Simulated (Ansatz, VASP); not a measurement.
# Si2Mo in VASP and in Ansatz

Contents of INCAR:

```
SYSTEM = Si2Mo
PREC = Accurate ; ENCUT = 520
EDIFF = 1E-6 ; ISMEAR = 0
SIGMA = 0.15 ; LREAL = .FALSE.
LASPH = .TRUE. ; NELM = 80
ALGO = Normal ; ISIF = 2
LWAVE = .FALSE. ; LCHARG = .FALSE.
GGA = PS ; NBANDS = 18
```

The input KPOINTS:

```
Automatic mesh
0
G
  20 20 20
  0 0 0
```

The input POSCAR:

```
Si2Mo
1.0
   -1.5950350805      1.5950350805      3.7151574000
    1.5950350805     -1.5950350805      3.7151574000
    1.5950350805      1.5950350805     -3.7151574000
Si Mo
2 1
Direct
    0.3350596655      0.3350596655      0.0000000000
    0.6649403345      0.6649403345      0.0000000000
    0.0000000000      0.0000000000      0.0000000000
```

Input for Ansatz:

```yaml
crystal:
  lattice:
    - [-1.5950350805, 1.5950350805, 3.7151574]
    - [1.5950350805, -1.5950350805, 3.7151574]
    - [1.5950350805, 1.5950350805, -3.7151574]
  atoms:
    - { symbol: Si, position: [0.3350596655, 0.3350596655, 0.0] }
    - { symbol: Si, position: [0.6649403345, 0.6649403345, 0.0] }
    - { symbol: Mo, position: [0.0, 0.0, 0.0] }
basis:
  ecutwfc: 420
kpoints:
  mp_grid: { grid: [20, 20, 20] }
hamiltonian:
  xc: pbesol
scf:
  occupations: { method: gaussian, width: 0.15 }
output:
  forces: true
  stress: true
  eigenvalues: true
```

Change from the starting cell: strain +0.000 along x and y, -0.050 along z, atoms carried along.

Alike in both runs: task single point; functional PBEsol; k mesh 20 × 20 × 20; occupations gaussian, width 0.15 eV; no spin polarisation.

|  | VASP | Ansatz |
| --- | --- | --- |
| version | VASP 6.6.1 | Ansatz 0.2.0 |
| potentials or method | VASP PAW PBE potentials, release 64 (Si, Mo_sv), cutoff 520 eV | scalar-relativistic, plane waves, PAW |
| valence electrons in the cell | 22 | 22 |

```tsv
	VASP	Ansatz	Ansatz less VASP
gap on the k mesh at the Fermi level (eV)	none	none	-
pressure (GPa)	15.1	14.7	-0.48
traceless stress, the component that is largest in VASP (GPa)	18.07	18.03	-0.038
rms of the force components (eV/Å)	0.065	0.064	-0.0009
```

VASP's potentials were made for PBE, not for PBEsol. Atom by atom the forces differ by 0.001 eV/Å (rms over components). A gap of «none» marks a metal or a gap that the smearing closes. With one functional, cell and mesh, what is left measures potentials, basis and numerics.
